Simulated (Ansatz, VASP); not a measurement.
## YN: VASP beside Ansatz

The input INCAR:

```
PREC = Accurate ; ENCUT = 600
EDIFF = 1E-6 ; ISMEAR = 0
SIGMA = 0.05 ; LREAL = False
LASPH = True ; NELM = 120
ALGO = Normal ; ISIF = 2
LWAVE = False ; LCHARG = False
GGA = PE ; NBANDS = 15
GGA_COMPAT = False
```

The input KPOINTS:

```
Automatic mesh
0
Gamma
  12 12 12
```

Contents of POSCAR:

```
YN
1.0
    0.0245341309      2.4534130892      2.4534130892
    2.4779472201      0.0000000000      2.4779472201
    2.4534130892      2.4534130892      0.0245341309
Y N
1 1
Direct
    0.5000000000      0.5000000000      0.5000000000
    0.0000000000      0.0000000000      0.0000000000
```

Input for Ansatz:

```yaml
crystal:
  lattice:
    - [0.0245341309, 2.4534130892, 2.4534130892]
    - [2.4779472201, 0.0, 2.4779472201]
    - [2.4534130892, 2.4534130892, 0.0245341309]
  atoms:
    - { symbol: "Y", position: [0.5, 0.5, 0.5] }
    - { symbol: "N", position: [0.0, 0.0, 0.0] }
basis:
  ecutwfc: 420
  ecutrho_ratio: 4
kpoints:
  mp_grid: { grid: [12, 12, 12] }
hamiltonian:
  xc: pbe
scf:
  occupations: { method: gaussian, width: 0.05 }
output:
  forces: true
  stress: true
  eigenvalues: true
```

Change from the starting cell: strain e5 = +0.02, atoms carried along.

Alike in both runs: task single point; functional PBE; k mesh 12 × 12 × 12; occupations gaussian, width 0.05 eV; no spin polarisation.

|  | VASP | Ansatz |
| --- | --- | --- |
| version | VASP 6.6.1 | Ansatz 0.2.0 |
| potentials or method | VASP PAW PBE potentials, release 64 (Y_sv, N), cutoff 600 eV | scalar-relativistic, plane waves, PAW |
| valence electrons in the cell | 16 | 16 |

Ansatz gave:

* gap on the k mesh at the Fermi level (eV): 0.16
* least direct gap on the mesh (eV): 0.55
* pressure (GPa): -0.1
* traceless stress, the component that is largest in VASP (GPa): -2.48

Task: Which values does VASP return?

Result: gap on the k mesh at the Fermi level (eV): 0.16; least direct gap on the mesh (eV): 0.55; pressure (GPa): -0.3; traceless stress, the component that is largest in VASP (GPa): -2.48.

With one functional, cell and mesh, what is left measures potentials, basis and numerics.
